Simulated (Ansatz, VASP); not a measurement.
**Mo in VASP and in Ansatz**

The input INCAR:

```
SYSTEM = Mo
  PREC = Accurate
  ENCUT = 500
  EDIFF = 1E-6
  ISMEAR = -1
  SIGMA = 0.15
  LREAL = .FALSE.
  LASPH = .TRUE.
  NELM = 120
  ALGO = Normal
  ISIF = 2
  LWAVE = .FALSE.
  LCHARG = .FALSE.
  GGA = PE
  NBANDS = 13
  GGA_COMPAT = .FALSE.
```

File KPOINTS:

```
Automatic mesh
0
G
  15 15 15
  0 0 0
```

The input POSCAR:

```
Mo
1.0
   -1.5734150000      1.5734150000      1.5734150000
    1.5734150000     -1.5734150000      1.5734150000
    1.5734150000      1.5734150000     -1.5734150000
Mo
1
Direct
    0.0000000000      0.0000000000      0.0000000000
```

Input for Ansatz:

```yaml
crystal:
  lattice:
    - [-1.573415, 1.573415, 1.573415]
    - [1.573415, -1.573415, 1.573415]
    - [1.573415, 1.573415, -1.573415]
  atoms:
    - { symbol: Mo, position: [0.0, 0.0, 0.0] }
kpoints:
  mp_grid:
    grid: [15, 15, 15]
hamiltonian:
  xc: pbe
  pseudopotentials:
    kind: all_electron
    lapw: {}
scf:
  occupations:
    method: fermi_dirac
    width: 0.15
output:
  forces: true
  stress: true
  eigenvalues: true
```

Alike in both runs: task single point; functional PBE; k mesh 15 × 15 × 15; occupations fermi-dirac, width 0.15 eV; no spin polarisation.

|  | VASP | Ansatz |
| --- | --- | --- |
| version | VASP 6.6.1 | Ansatz 0.2.0 |
| potentials or method | VASP PAW PBE potentials, release 64 (Mo_sv), cutoff 500 eV | all-electron (LAPW or listed datasets) |

Ansatz gave:

* gap on the k mesh at the Fermi level (eV): none
* pressure (GPa): 3.8

What did VASP give for the same quantities?

gap on the k mesh at the Fermi level (eV): none; pressure (GPa): 4.4.

A gap of «none» marks a metal or a gap that the smearing closes. Ansatz ran all-electron here, and VASP with PAW potentials.
